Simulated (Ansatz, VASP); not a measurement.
## Two plane-wave programs on PtS2

```
CELL_PARAMETERS angstrom
3.57200 0.00000 0.00000
-1.78600 3.09345 0.00000
0.00000 0.00000 4.75808
ATOMIC_POSITIONS crystal
Pt 0.00000 0.00000 0.00000
S 0.33333 0.66667 0.25147
S 0.66667 0.33333 0.74853
```

Alike in both runs: functional PBEsol; k mesh 9 × 9 × 6; occupations fermi-dirac, width 0.05 eV; no spin polarisation.

Ansatz relaxed the structure, and its values are those at the end. VASP's run is a single point on that final structure, the one shown.

|  | VASP | Ansatz |
| --- | --- | --- |
| version | VASP 6.6.1 | Ansatz 0.2.0 |
| potentials or method | VASP PAW PBE potentials, release 64 (Pt, S), cutoff 520 eV | plane waves, PAW |
| valence electrons in the cell | 22 | 30 |

```tsv
	VASP	Ansatz	Ansatz less VASP
pressure (GPa)	-0.3	0.0	+0.27
rms of the force components (eV/Å)	0.012	0.000	-0.0119
```

VASP's potentials were made for PBE, not for PBEsol. VASP's potentials hold 22 valence electrons a cell and Ansatz's 30, so a difference there can come from the potentials and not from the codes.

Neither program's run includes spin-orbit coupling.
